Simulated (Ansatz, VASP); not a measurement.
## AlNi: VASP beside Ansatz

File INCAR:

```
SYSTEM = AlNi
PREC = Accurate
ENCUT = 520
EDIFF = 1E-6
ISMEAR = 0
SIGMA = 0.15
LREAL = .False.
LASPH = .True.
NELM = 100
ALGO = Fast
ISIF = 2
LWAVE = .False.
LCHARG = .False.
GGA = PE
NBANDS = 14
```

KPOINTS

```
Automatic mesh
0
Gamma
  20 20 20
  0 0 0
```

POSCAR

```
AlNi
1.0
    2.8930835326      0.0000000000      0.0433962530
    0.0000000000      2.8930835326      0.0000000000
    0.0433962530      0.0000000000      2.8930835326
Al Ni
1 1
Direct
    0.0000000000      0.0000000000      0.0000000000
    0.5000000000      0.5000000000      0.5000000000
```

Input for Ansatz:

```yaml
crystal:
  lattice:
    - [2.8930835326, 0.0, 0.043396253]
    - [0.0, 2.8930835326, 0.0]
    - [0.043396253, 0.0, 2.8930835326]
  atoms:
    - { symbol: Al, position: [0.0, 0.0, 0.0] }
    - { symbol: Ni, position: [0.5, 0.5, 0.5] }
basis:
  ecutwfc: 420
kpoints:
  mp_grid: { grid: [20, 20, 20] }
hamiltonian:
  xc: pbe
scf:
  occupations: { method: gaussian, width: 0.15 }
output:
  forces: true
  stress: true
  eigenvalues: true
```

Change from the starting cell: strain +0.0300 x Voigt [0, 0, 0, 0, 1, 0], atoms carried along.

Alike in both runs: task single point; functional PBE; k mesh 20 × 20 × 20; occupations gaussian, width 0.15 eV; no spin polarisation.

|  | VASP | Ansatz |
| --- | --- | --- |
| version | VASP 6.6.1 | Ansatz 0.2.0 |
| potentials or method | VASP PAW PBE potentials, release 64 (Al, Ni), cutoff 520 eV | scalar-relativistic, plane waves, PAW |
| valence electrons in the cell | 13 | 21 |

```csv
,VASP,Ansatz,Ansatz less VASP
gap on the k mesh at the Fermi level (eV),none,none,-
pressure (GPa),0.0,0.2,+0.21
"traceless stress, the component that is largest in VASP (GPa)",-3.47,-3.48,-0.013
```

A gap of «none» marks a metal or a gap that the smearing closes. VASP's potentials hold 13 valence electrons a cell and Ansatz's 21, so a difference there can come from the potentials and not from the codes.
